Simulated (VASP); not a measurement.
**Li3SeCl: relaxation of cell and atoms with LDA**

Crystal: Li3SeCl.

```
Cl Se Li
1.0
     4.49000    0.00000    0.00000
     0.00000    4.49000    0.00000
     0.00000    0.00000    4.49000
Cl Se Li
1 1 3
Cartesian
  0.0000 0.0000 0.0000
  2.2450 2.2450 2.2450
  2.2450 2.2450 0.0000
  0.0000 2.2450 2.2450
  2.2450 0.0000 2.2450
```

```
Program                : VASP 6.6.1
Task                   : relaxation of cell and atoms
Functional             : LDA
Potentials or basis    : VASP PAW LDA potentials, release 64 (Cl, Se, Li_sv)
Cutoff                 : 600 eV
k mesh                 : 4 × 4 × 4
Occupations            : methfessel-paxton, width 0.01 eV
Spin                   : no spin polarisation
Dipole correction      : no
Further INCAR settings : ALGO = Normal; EDIFF = 1e-06; IBRION = 2; EDIFFG = -0.03; NSW = 80; ISIF = 3
```

- Relaxed volume: 20.41 Å³/atom
- Relaxed cell: a = 4.673 Å, b = 4.673 Å, c = 4.673 Å, α = 90.00°, β = 90.00°, γ = 90.00°
- Space group after relaxing (to 0.1 Å): Pm-3m (No. 221)
- Energy gained by relaxing: 27.0 meV/atom
- Ionic steps: 4
- Pressure after relaxing: 0.0 GPa
- Band gap on the k mesh: 3.58 eV (least direct gap 3.64 eV)

Step by step:
```tsv
step	energy change (eV)	largest force (eV/Å)	pressure (GPa)	volume (Å³)
1	0.0000	0.0000	4.17	90.52
2	-0.1109	0.0000	1.58	96.84
3	-0.1340	0.0000	-0.29	103.08
4	-0.1350	0.0000	-0.02	102.04
```

Final structure:
```xyz
5
Lattice="4.6730 0.0000 0.0000 0.0000 4.6730 0.0000 0.0000 0.0000 4.6730" Properties=species:S:1:pos:R:3 pbc="T T T"
Cl    0.0000    0.0000    0.0000
Se    2.3365    2.3365    2.3365
Li    2.3365    2.3365    0.0000
Li    0.0000    2.3365    2.3365
Li    2.3365    0.0000    2.3365
```

Levels at points of the mesh, in eV from the valence-band top:
| k point | band 9 | band 10 | band 11 | band 12 | band 13 | band 14 |
| --- | --- | --- | --- | --- | --- | --- |
| (0.00, 0.00, 0.00) | -0.37 | -0.37 | -0.37 | 3.58 | 5.98 | 5.98 |
| (0.50, 0.00, 0.00) | -1.13 | -1.06 | -1.06 | 6.23 | 6.26 | 6.40 |
| (0.50, 0.50, 0.00) | -0.89 | 0.00 | 0.00 | 3.64 | 6.19 | 6.19 |
| (0.50, 0.50, 0.50) | -0.88 | -0.88 | -0.88 | 5.50 | 5.50 | 5.50 |

Wall time 33 s on 1 thread of AMD EPYC 7R43 64-Core Processor (Zen 3) (shared host), peak memory 0.15 GiB.

Caveat: the cutoff is under 1.25 times the usual one of these potentials, so pressure, stress and relaxed cells hold a basis-set (Pulay) error. A k mesh can miss the band edges.
